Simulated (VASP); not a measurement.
BN: single point with PBE

The system is BN.

```
CELL_PARAMETERS angstrom
0.00000 -1.81239 -1.81239
-1.81239 0.00000 -1.81239
1.81239 1.81239 -3.62479
ATOMIC_POSITIONS crystal
B 0.98058 0.02593 0.00000
B 0.51942 0.47407 0.50000
N 0.35513 0.40154 0.87500
N 0.89487 0.84846 0.37500
```

This cell differs from its parent crystal: mode 4 frozen in at -0.051 Å and mode 5 at +0.034 Å (largest displacements).

```yaml
Program: VASP 6.6.1
Task: single point
Functional: PBE
Potentials_or_basis: VASP PAW PBE potentials, release 64 (B, N)
Cutoff: 520 eV
k_mesh: 6 × 6 × 6
Occupations: gaussian, width 0.05 eV
Spin: no spin polarisation
Dipole_correction: no
Further_INCAR_settings: ALGO = Normal; EDIFF = 1e-06; NBANDS = 16
```

```yaml
Pressure: 0.1 GPa
Largest_force: 0.741 eV/Å
Band_gap_on_the_k_mesh: 4.38 eV
```

Forces in eV/Å, atoms in the order of the input:
```
B    0.429 -0.324  0.104
B   -0.436  0.325 -0.114
N    0.581 -0.434  0.151
N   -0.574  0.434 -0.141
```

Stress tensor (GPa, compression positive):
```
-0.62  0.35 -0.21
 0.35  0.07 -0.07
-0.21 -0.07  0.86
```

Levels at points of the mesh, in eV from the valence-band top:
```tsv
k point	band 4	band 5	band 6	band 7	band 8	band 9	band 10	band 11	band 12	band 13
(0.00, 0.00, 0.00)	-1.96	-1.94	-0.09	-0.06	0.00	8.61	8.72	8.75	9.99	10.11
(0.50, 0.00, 0.00)	-8.68	-5.29	-4.98	-3.66	-3.64	7.35	7.52	12.30	13.28	13.92
(0.00, 0.50, 0.00)	-8.67	-5.32	-4.90	-3.68	-3.65	7.31	7.55	12.22	13.45	14.01
(0.50, 0.50, 0.50)	-8.71	-5.22	-5.12	-3.64	-3.63	7.42	7.48	12.54	12.88	14.10
(0.50, 0.50, 0.00)	-8.91	-4.91	-4.87	-2.03	-1.92	4.41	9.19	9.90	10.57	10.63
(0.00, 0.50, 0.50)	-8.91	-4.91	-4.88	-1.98	-1.94	4.38	9.01	9.95	10.61	10.68
(0.50, 0.00, 0.50)	-8.91	-4.90	-4.89	-2.01	-1.93	4.39	9.09	9.93	10.57	10.68
(0.00, 0.00, 0.50)	-5.47	-1.27	-1.27	-1.04	-1.04	9.19	9.28	9.96	10.20	10.61
```

Wall time 82 s on 1 thread of AMD EPYC 7R13, with other jobs on the host, peak memory 0.12 GiB.

Caveat: the k points lie up to 0.48 Å⁻¹ apart; the cell differs from its parent crystal (mode 4 frozen in at -0.051 Å and mode 5 at +0.034 Å (largest displacements)). A k mesh can miss the band edges.
